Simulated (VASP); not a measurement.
# CdTe (F-43m) in VASP: further runs

Aim: see how the results for CdTe move with the level of theory and the settings. Levels: LDA, PBE, r2SCANh+D4. Tasks: single point.

All numbers are computed with VASP 6.6.1; they aren't measurements. Logs are shortened: lines on timing, memory, paths and dates and some standing lists are left out, and cuts for length are marked.

### Step 1. The cell of the first run

The structure is cubic, space group F-43m (No. 216). Conventional cell: a = 6.410 Å, b = 6.410 Å, c = 6.410 Å, α = 90.00°, β = 90.00°, γ = 90.00°. Te (site symmetry -43m) has 4 Cd at 2.78 Å within 3.7 Å. Within 3.7 Å of Cd (site symmetry -43m) lie 4 Te at 2.78 Å.

### Step 2. Single point, LDA, non-collinear spin, zero start, spin-orbit coupling

Contents of INCAR:

```
ALGO = Normal
EDIFF = 1E-7
ENCUT = 520
GGA_COMPAT = F
ISIF = 2
ISMEAR = -1
LASPH = T
LCHARG = T
LORBIT = 11
LORBMOM = T
LREAL = F
LSORBIT = T
LVHAR = T
LWAVE = F
MAGMOM = 0 0 0 0 0 0
NBANDS = 30
NELM = 150
PREC = Accurate
SIGMA = 0.05
```

Contents of KPOINTS:

```
k-points
0
Gamma
  5 5 5
```

Contents of POSCAR:

```
CdTe
1.0
    0.0000000000      3.2050000000      3.2050000000
    3.2050000000      0.0000000000      3.2050000000
    3.2050000000      3.2050000000      0.0000000000
Te Cd
1 1
Direct
    0.7500000000      0.7500000000      0.7500000000
    0.0000000000      0.0000000000      0.0000000000
```

Potentials or basis: VASP PAW LDA potentials, release 64 (Te, Cd).

On the command line:

```bash
$ cat potpaw_LDA.64/Te/POTCAR potpaw_LDA.64/Cd/POTCAR > POTCAR
$ mpirun -np 1 vasp_ncl > vasp.out
```

OUTCAR:

```text
EDIFF = 1E-7
   ENCUT = 520
   ISIF = 2
   ISMEAR = -1
   LASPH = T
   LORBIT = 11
   LREAL = F
   LSORBIT = T
   NELM = 150
   PREC = Accurate

 ion  position               nearest neighbor table
   1  0.750  0.750  0.750-   2 2.78   2 2.78   2 2.78   2 2.78
   2  0.000  0.000  0.000-   1 2.78   1 2.78   1 2.78   1 2.78

  LATTYP: Found a face centered cubic cell.
 ALAT       =     6.4100000000

  Lattice vectors:

 A1 = (   0.0000000000,   3.2050000000,   3.2050000000)
 A2 = (   3.2050000000,   0.0000000000,   3.2050000000)
 A3 = (   3.2050000000,   3.2050000000,   0.0000000000)

Analysis of symmetry for initial positions (statically):
=====================================================================
 Subroutine PRICEL returns:
 Original cell was already a primitive cell.

 Routine SETGRP: Setting up the symmetry group for a
 face centered cubic supercell.

 Subroutine GETGRP returns: Found 24 space group operations
 (whereof 24 operations were pure point group operations)
 out of a pool of 48 trial point group operations.

The static configuration has the point symmetry T_d .

Analysis of symmetry for dynamics (positions and initial velocities):
=====================================================================
 Subroutine PRICEL returns:
 Original cell was already a primitive cell.

 Routine SETGRP: Setting up the symmetry group for a
 face centered cubic supercell.

 Subroutine GETGRP returns: Found 24 space group operations
 (whereof 24 operations were pure point group operations)
 out of a pool of 48 trial point group operations.

The dynamic configuration has the point symmetry T_d .

Analysis of structural, dynamic, and magnetic symmetry:
=====================================================================
 Subroutine PRICEL returns:
 Original cell was already a primitive cell.

 Routine SETGRP: Setting up the symmetry group for a
 face centered cubic supercell.

 Subroutine GETGRP returns: Found 24 space group operations
 (whereof 24 operations were pure point group operations)
 out of a pool of 48 trial point group operations.

The overall configuration has the point symmetry T_d .

 Subroutine INISYM returns: Found 24 space group operations
 (whereof 24 operations are pure point group operations),
 and found     1 'primitive' translations

----------------------------------------------------------------------------------------

                                     Primitive cell

  volume of cell :      65.8437

  direct lattice vectors                    reciprocal lattice vectors
     0.000000000  3.205000000  3.205000000    -0.156006240  0.156006240  0.156006240
     3.205000000  0.000000000  3.205000000     0.156006240 -0.156006240  0.156006240
     3.205000000  3.205000000  0.000000000     0.156006240  0.156006240 -0.156006240

  length of vectors
     4.532554467  4.532554467  4.532554467     0.270210734  0.270210734  0.270210734

  position of ions in fractional coordinates (direct lattice)
     0.750000000  0.750000000  0.750000000
     0.000000000  0.000000000  0.000000000

  ion indices of the primitive-cell ions
   primitive index   ion index
                 1           1
                 2           2

----------------------------------------------------------------------------------------

 KPOINTS: k-points

Automatic generation of k-mesh.
 Grid dimensions read from file:
 generate k-points for:    5    5    5

 Generating k-lattice:

  Cartesian coordinates                     Fractional coordinates (reciprocal lattice)
[... 82 lines left out ...]
 maximum number of plane-waves:      3614
 NGX is ok and might be reduce to    36
   NGX = 17   NGY = 17   NGZ = 17

 number of electron      17.9999995 magnetization       0.0000000      0.0000000      0.0000000

 number of electron      17.9999995 magnetization      -0.0000000      0.0000000     -0.0000000

 number of electron      17.9999995 magnetization      -0.0000000     -0.0000000     -0.0000000

[... 43 lines left out ...]
      0.00000      0.00000      0.00000        -0.000000     -0.000000     -0.000000
 -----------------------------------------------------------------------------------
    total drift:                               -0.000000     -0.000000     -0.000000

  FREE ENERGIE OF THE ION-ELECTRON SYSTEM (eV)
  ---------------------------------------------------
  free  energy   TOTEN  =        -6.1615930969 eV

  energy  without entropy=       -6.1613302716  energy(sigma->0) =       -6.16146168

 orbital moment (x)

 # of ion     p       d       tot
 ----------------------------------------
  1         0.000   0.000   0.000
  2         0.000   0.000   0.000
 ----------------------------------------
            0.000   0.000   0.000

 orbital moment (y)

 # of ion     p       d       tot
 ----------------------------------------
  1        -0.000  -0.000  -0.000
  2        -0.000  -0.000  -0.000
 ----------------------------------------
           -0.000  -0.000  -0.000

 orbital moment (z)

 # of ion     p       d       tot
 ----------------------------------------
  1         0.000  -0.000  -0.000
  2        -0.000   0.000  -0.000
 ----------------------------------------
           -0.000  -0.000  -0.000

 Spin-Orbit-Coupling matrix elements

 Ion:    1  E_soc:     -0.2025477
 l=   1
     0.0000000    -0.0336644    -0.0336644
    -0.0336644     0.0000000    -0.0336644
    -0.0336644    -0.0336644     0.0000000
 l=   2
     0.0000000    -0.0000369     0.0000000    -0.0000369    -0.0000566
    -0.0000369     0.0000000    -0.0000424    -0.0000369    -0.0000141
     0.0000000    -0.0000424     0.0000000    -0.0000424     0.0000000
    -0.0000369    -0.0000369    -0.0000424     0.0000000    -0.0000141
    -0.0000566    -0.0000141     0.0000000    -0.0000141     0.0000000
 l=   3
     0.0000000     0.0000000     0.0000000     0.0000000     0.0000000     0.0000000     0.0000000
     0.0000000     0.0000000     0.0000000     0.0000000     0.0000000     0.0000000     0.0000000
     0.0000000     0.0000000     0.0000000     0.0000000     0.0000000     0.0000000     0.0000000
     0.0000000     0.0000000     0.0000000     0.0000000     0.0000000     0.0000000     0.0000000
     0.0000000     0.0000000     0.0000000     0.0000000     0.0000000     0.0000000     0.0000000
     0.0000000     0.0000000     0.0000000     0.0000000     0.0000000     0.0000000     0.0000000
     0.0000000     0.0000000     0.0000000     0.0000000     0.0000000     0.0000000     0.0000000

 Ion:    2  E_soc:     -0.0647645
 l=   1
     0.0000000    -0.0034951    -0.0034951
    -0.0034951     0.0000000    -0.0034951
    -0.0034951    -0.0034951     0.0000000
 l=   2
     0.0000000    -0.0014718     0.0000000    -0.0014718    -0.0058272
    -0.0014718     0.0000000    -0.0043704    -0.0014718    -0.0014568
     0.0000000    -0.0043704     0.0000000    -0.0043704     0.0000000
    -0.0014718    -0.0014718    -0.0043704     0.0000000    -0.0014568
    -0.0058272    -0.0014568     0.0000000    -0.0014568     0.0000000
 l=   3
     0.0000000     0.0000000     0.0000000     0.0000000     0.0000000     0.0000000     0.0000000
     0.0000000     0.0000000     0.0000000     0.0000000     0.0000000     0.0000000     0.0000000
     0.0000000     0.0000000     0.0000000     0.0000000     0.0000000     0.0000000     0.0000000
     0.0000000     0.0000000     0.0000000     0.0000000     0.0000000     0.0000000     0.0000000
     0.0000000     0.0000000     0.0000000     0.0000000     0.0000000     0.0000000     0.0000000
     0.0000000     0.0000000     0.0000000     0.0000000     0.0000000     0.0000000     0.0000000
     0.0000000     0.0000000     0.0000000     0.0000000     0.0000000     0.0000000     0.0000000

 total charge

# of ion       s       p       d       tot
------------------------------------------
    1        1.354   2.069   0.025   3.449
    2        0.487   0.342   9.522  10.351
--------------------------------------------------
tot          1.842   2.411   9.546  13.799

 magnetization (x)

# of ion       s       p       d       tot
------------------------------------------
    1        0.000   0.000   0.000   0.000
    2        0.000   0.000   0.000   0.000
--------------------------------------------------
tot          0.000   0.000   0.000   0.000

 magnetization (y)

# of ion       s       p       d       tot
------------------------------------------
    1        0.000  -0.000   0.000  -0.000
    2        0.000   0.000   0.000   0.000
--------------------------------------------------
tot          0.000   0.000   0.000   0.000

 magnetization (z)

# of ion       s       p       d       tot
------------------------------------------
    1       -0.000  -0.000  -0.000  -0.000
    2        0.000   0.000   0.000   0.000
--------------------------------------------------
tot          0.000   0.000   0.000   0.000
```

Wall time 91 s (1 thread of Intel Xeon 6975P-C, shared host); peak memory 0.31 GiB.

What came out:

```
Free energy                                           : -6.1616 eV
Pressure                                              : 0.4 GPa
Net moment                                            : 0.00 μB per cell
Valence electrons inside the program's atomic spheres : Te 3.45; Cd 10.35
```

Moments on the atoms (μB; x, y, z):
```
Te  0.00 0.00 0.00
Cd  0.00 0.00 0.00
```

### Step 3. Single point, PBE

Contents of INCAR:

```
PREC = Accurate
ENCUT = 500
EDIFF = 1E-6
ISMEAR = 0
SIGMA = 0.01
LREAL = False
LASPH = True
NELM = 120
ALGO = Normal
ISIF = 2
LWAVE = False
LCHARG = True
GGA = PE
LELF = True
LVHAR = True
NBANDS = 16
GGA_COMPAT = False
```

Contents of KPOINTS:

```
Automatic mesh
0
Gamma
  4 4 4
```

POSCAR is that of step 2.

Potentials or basis: VASP PAW PBE potentials, release 64 (Te, Cd).

On the command line:

```bash
$ cat potpaw_PBE.64/Te/POTCAR potpaw_PBE.64/Cd/POTCAR > POTCAR
$ mpirun -np 1 vasp_std > vasp.out
```

Run time: 15 s. Hardware: 1 thread of Intel Xeon 6975P-C, shared host; peak memory 0.2 GiB.

The run converged. Its results:

```
Free energy            : -4.6609 eV
Pressure               : 4.6 GPa
Band gap on the k mesh : 0.86 eV, direct
```

Levels at points of the mesh, in eV from the valence-band top:
```tsv
k point	band 5	band 6	band 7	band 8	band 9	band 10	band 11	band 12	band 13	band 14
(0.00, 0.00, 0.00)	-8.15	-8.15	0.00	0.00	0.00	0.86	4.56	4.56	4.56	7.50
(0.50, 0.00, 0.00)	-8.14	-7.77	-4.63	-0.83	-0.83	1.84	5.16	5.16	7.09	8.78
(0.50, 0.50, 0.00)	-8.12	-7.62	-4.48	-1.99	-1.99	2.52	2.65	9.03	9.29	9.29
```

Caveat: the k points lie up to 0.42 Å⁻¹ apart; spin-orbit coupling is left out, which moves the levels of the heavy elements.

### Step 4. Single point, PBE

Contents of INCAR:

```
SYSTEM = CdTe
PREC     = Accurate       ! precision mode
ENCUT    = 500            ! plane-wave cutoff, eV
EDIFF    = 1E-6           ! SCF threshold, eV
ISMEAR   = 0              ! smearing method
SIGMA    = 0.01           ! smearing width, eV
LREAL    = .FALSE.        ! projectors in reciprocal space
LASPH    = .TRUE.         ! aspherical terms in the spheres
NELM     = 120            ! most SCF steps
ALGO     = Normal         ! electronic algorithm
ISIF     = 2              ! what is computed and relaxed
LWAVE    = .FALSE.        ! write WAVECAR
LCHARG   = .TRUE.         ! write CHGCAR
GGA      = PE             ! functional
LELF     = .TRUE.         ! ELF
LVHAR    = .TRUE.       
NBANDS   = 16             ! bands
GGA_COMPAT= .FALSE.
```

Contents of KPOINTS:

```
Automatic mesh
0
G
  4 4 4
  0 0 0
```

POSCAR is that of step 3.

On the command line:

```bash
$ cat potpaw_PBE.64/Te/POTCAR potpaw_PBE.64/Cd/POTCAR > POTCAR
$ mpirun -np 1 vasp_std > vasp.out
```

Run time: 16 s. Hardware: 1 thread of Intel Xeon 6975P-C, shared host; peak memory 0.2 GiB.

The run converged. Its results:

```yaml
Free_energy: -4.6609 eV
Pressure: 4.6 GPa
Band_gap_on_the_k_mesh: 0.86 eV, direct
```

Levels at points of the mesh, in eV from the valence-band top:
| k point | band 6 | band 7 | band 8 | band 9 | band 10 | band 11 | band 12 | band 13 |
| --- | --- | --- | --- | --- | --- | --- | --- | --- |
| (0.00, 0.00, 0.00) | -8.15 | 0.00 | 0.00 | 0.00 | 0.86 | 4.56 | 4.56 | 4.56 |
| (0.50, 0.00, 0.00) | -7.77 | -4.63 | -0.83 | -0.83 | 1.84 | 5.16 | 5.16 | 7.09 |
| (0.50, 0.50, 0.00) | -7.62 | -4.48 | -1.99 | -1.99 | 2.52 | 2.65 | 9.03 | 9.29 |

Caveat: the k points lie up to 0.42 Å⁻¹ apart; spin-orbit coupling is left out, which moves the levels of the heavy elements. PBE gaps usually lie below the measured ones, often by a third to a half.

### Step 5. Single point, PBE

Contents of INCAR:

```
SYSTEM = CdTe
ALGO = Normal ; EDIFF = 1E-6
ENCUT = 500 ; GGA = PE
GGA_COMPAT = .False. ; ISIF = 2
ISMEAR = -1 ; LASPH = .True.
LCHARG = .True. ; LELF = .True.
LREAL = .False. ; LVHAR = .True.
LWAVE = .False. ; NBANDS = 16
NELM = 120 ; PREC = Accurate
SIGMA = 0.02
```

Contents of KPOINTS:

```
k-points
0
Gamma
  8 8 8
  0 0 0
```

POSCAR is that of step 4.

On the command line:

```bash
$ cat potpaw_PBE.64/Te/POTCAR potpaw_PBE.64/Cd/POTCAR > POTCAR
$ mpirun -np 1 vasp_std > vasp.out
```

Wall time 39 s (1 thread of Intel Xeon 6975P-C, shared host); peak memory 0.21 GiB.

The run converged. Its results:

| Quantity | Value |
| --- | --- |
| Free energy | -4.7267 eV |
| Pressure | 4.4 GPa |
| Band gap on the k mesh | 0.87 eV, direct |

Levels at points of the mesh, in eV from the valence-band top:
```csv
k point,band 7,band 8,band 9,band 10,band 11,band 12
"(0.00, 0.00, 0.00)",0.00,0.00,0.00,0.87,4.58,4.58
"(0.50, 0.00, 0.00)",-4.62,-0.83,-0.83,1.85,5.17,5.17
"(0.50, 0.50, 0.00)",-4.47,-1.98,-1.98,2.53,2.66,9.03
```

Caveat: spin-orbit coupling is left out, which moves the levels of the heavy elements. Expect the measured gap to be larger: semilocal functionals such as PBE lack the derivative discontinuity.

### Step 6. Single point, r2SCANh+D4, collinear spin, zero start

POSCAR, as its differences from that of step 5:

```diff
@@ -8,3 +8,3 @@
 Direct
-    0.7500000000      0.7500000000      0.7500000000
+    0.2500000000      0.2500000000      0.2500000000
     0.0000000000      0.0000000000      0.0000000000
```

Contents of INCAR.step1:

```
SYSTEM = CdTe
ALGO     = Normal         ! electronic algorithm
EDIFF    = 1E-5           ! SCF threshold, eV
ENCUT    = 520            ! plane-wave cutoff, eV
GGA      = PE             ! functional
ISIF     = 2              ! what is computed and relaxed
ISMEAR   = 0              ! smearing method
ISPIN    = 2              ! spin polarisation
LASPH    = .True.         ! aspherical terms in the spheres
LORBIT   = 11             ! projections on sites
LREAL    = .False.        ! projectors in reciprocal space
LWAVE    = .True.         ! write WAVECAR
MAGMOM   = 0 0            ! initial moments
NBANDS   = 20             ! bands
NELM     = 150            ! most SCF steps
PREC     = Accurate       ! precision mode
SIGMA    = 0.02           ! smearing width, eV
```

Contents of INCAR.step2:

```
SYSTEM = CdTe
AEXX     = 0.1            ! exact-exchange fraction
ALGO     = Normal         ! electronic algorithm
EDIFF    = 1E-6           ! SCF threshold, eV
ENCUT    = 520            ! plane-wave cutoff, eV
ISIF     = 2              ! what is computed and relaxed
ISMEAR   = 0              ! smearing method
ISPIN    = 2              ! spin polarisation
ISTART   = 1            
IVDW     = 13             ! dispersion correction
LASPH    = .True.         ! aspherical terms in the spheres
LCHARG   = .True.         ! write CHGCAR
LELF     = .True.         ! ELF
LHFCALC  = .True.         ! exact exchange
LMIXTAU  = .True.       
LORBIT   = 11             ! projections on sites
LREAL    = .False.        ! projectors in reciprocal space
LVHAR    = .True.       
LWAVE    = .False.        ! write WAVECAR
MAGMOM   = 0 0            ! initial moments
METAGGA  = R2SCAN         ! meta-GGA
NBANDS   = 20             ! bands
NELM     = 150            ! most SCF steps
PREC     = Accurate       ! precision mode
PRECFOCK = Normal       
SIGMA    = 0.02           ! smearing width, eV
VDW_A1   = 0.4944       
VDW_A2   = 5.9019       
VDW_S6   = 1.0          
VDW_S8   = 0.8324
```

Contents of KPOINTS:

```
k-points
0
Gamma
  4 4 4
  0 0 0
```

Potentials or basis: VASP PAW PBE potentials, release 64 (Te, Cd).

On the command line:

```bash
$ cat potpaw_PBE.64/Te/POTCAR potpaw_PBE.64/Cd/POTCAR > POTCAR
$ cp INCAR.step1 INCAR
$ mpirun -np 1 vasp_std > vasp.out
$ cp INCAR.step2 INCAR
$ mpirun -np 1 vasp_std > vasp.out
```

Run time: 50 min. Hardware: 1 thread of AMD EPYC 7R43 (Zen 3), shared host; peak memory 0.26 GiB.

The run converged. Its results:

- Free energy: -43.4410 eV
- Pressure: 2.6 GPa
- Band gap on the k mesh: 1.89 eV, direct
- Net moment: 0.00 μB per cell
- Valence electrons inside the program's atomic spheres: Te 3.55; Cd 10.34
- Dispersion energy per atom: -0.151 eV

Levels at points of the mesh, in eV from the valence-band top:
Spin up:
```csv
k point,band 5,band 6,band 7,band 8,band 9,band 10,band 11,band 12,band 13,band 14
"(0.00, 0.00, 0.00)",-8.90,-8.90,0.00,0.00,0.00,1.89,5.57,5.57,5.57,8.61
"(0.50, 0.00, 0.00)",-8.89,-8.46,-4.86,-0.87,-0.87,2.80,6.13,6.13,8.01,10.03
"(0.50, 0.50, 0.00)",-8.87,-8.28,-4.68,-2.10,-2.10,3.29,3.52,10.33,10.69,10.69
```
Spin down:
```tsv
k point	band 6	band 7	band 8	band 9	band 10	band 11	band 12	band 13
(0.00, 0.00, 0.00)	-8.90	0.00	0.00	0.00	1.89	5.57	5.57	5.57
(0.50, 0.00, 0.00)	-8.46	-4.86	-0.87	-0.87	2.80	6.13	6.13	8.01
(0.50, 0.50, 0.00)	-8.28	-4.68	-2.10	-2.10	3.29	3.52	10.33	10.69
```

Caveat: the k points lie up to 0.42 Å⁻¹ apart; the PAW data sets were made with another functional, which shifts forces and pressure a little; spin-orbit coupling is left out, which moves the levels of the heavy elements.

### Step 7. Summary

```tsv
level	potentials or basis	spin	k mesh	cutoff (eV)	smearing	grid for exact exchange (PRECFOCK)	gap on the mesh (eV)	pressure (GPa)	moment (μB)
LDA	VASP PAW LDA potentials, release 64 (Te, Cd)	non-collinear, zero start, SOC	5 × 5 × 5	520	fermi-dirac 0.05 eV	-	-	0.4	0.00
PBE	VASP PAW PBE potentials, release 64 (Te, Cd)	off	4 × 4 × 4	500	gaussian 0.01 eV	-	0.86	4.6	-
PBE	VASP PAW PBE potentials, release 64 (Te, Cd)	off	8 × 8 × 8	500	fermi-dirac 0.02 eV	-	0.87	4.4	-
r2SCANh+D4	VASP PAW PBE potentials, release 64 (Te, Cd)	collinear, zero start	4 × 4 × 4	520	gaussian 0.02 eV	Normal	1.89	2.6	0.00
```

Alike in all rows: task single point; cell as given.

Caveats: some runs use coarse meshes; spin-orbit coupling is left out, which moves the levels of the heavy elements (some runs); the PAW data sets were made with another functional, which shifts forces and pressure a little (some runs).

Total energies depend on the potentials used, so only differences within one code and one set of settings carry meaning.
